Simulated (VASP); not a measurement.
Wanted: the native input for a VASP 6.6.1 run.

```yaml
Task: single point
Functional: PBE
Potentials_or_basis: VASP PAW PBE potentials, release 64 (Ca_sv, Zr_sv, N)
Cutoff: 520 eV
k_mesh: 12 × 12 × 12
Occupations: gaussian, width 0.1 eV
Spin: no spin polarisation
Dipole_correction: no
Further_INCAR_settings: ALGO = Normal; EDIFF = 1e-06; NBANDS = 32
```

The structure of Ca2ZrN3 lies in POSCAR:

```
Ca2ZrN3
1.0
    5.8430275636      0.0000000030      0.0000000000
   -2.9215137844      5.0602103036      0.0000000000
    0.0000000000      0.0000000000      3.2455997920
Ca Zr N
2 1 3
Direct
    0.6666666667      0.3333333333      0.5000000000
    0.3333333333      0.6666666667      0.5000000000
    0.0000000000      0.0000000000      0.5000000000
    0.0000000000      0.5000000000      0.0000000000
    0.5000000000      0.5000000000      0.0000000000
    0.5000000000      0.0000000000      0.0000000000
```

The cell was built from a structure type or drawn by symmetry, and may not be a known phase.

These files were run (other wordings do the same):

INCAR

```
SYSTEM = Ca2ZrN3
PREC     = Accurate       ! precision mode
ENCUT    = 520            ! plane-wave cutoff, eV
EDIFF    = 1E-6           ! SCF threshold, eV
ISMEAR   = 0              ! smearing method
SIGMA    = 0.1            ! smearing width, eV
LREAL    = .False.        ! projectors in reciprocal space
LASPH    = .True.         ! aspherical terms in the spheres
NELM     = 80             ! most SCF steps
ALGO     = Normal         ! electronic algorithm
ISIF     = 2              ! what is computed and relaxed
LWAVE    = .False.        ! write WAVECAR
LCHARG   = .False.        ! write CHGCAR
GGA      = PE             ! functional
NBANDS   = 32             ! bands
```

KPOINTS

```
regular mesh
0
Gamma
  12 12 12
  0 0 0
```

Potentials or basis: VASP PAW PBE potentials, release 64 (Ca_sv, Zr_sv, N).

The run is started by

```bash
$ cat potpaw_PBE.64/Ca_sv/POTCAR potpaw_PBE.64/Zr_sv/POTCAR potpaw_PBE.64/N/POTCAR > POTCAR
$ mpirun -np 1 vasp_std > vasp.out
```

Results of the run:

* Pressure: 0.4 GPa
* Band gap on the k mesh: zero (an odd number of electrons rules out a gap without spin polarisation)

Run time: 7.5 min on 1 thread of Intel(R) Xeon(R) Platinum 8488C (Sapphire Rapids), with other jobs on the host, peak memory 0.5 GiB.
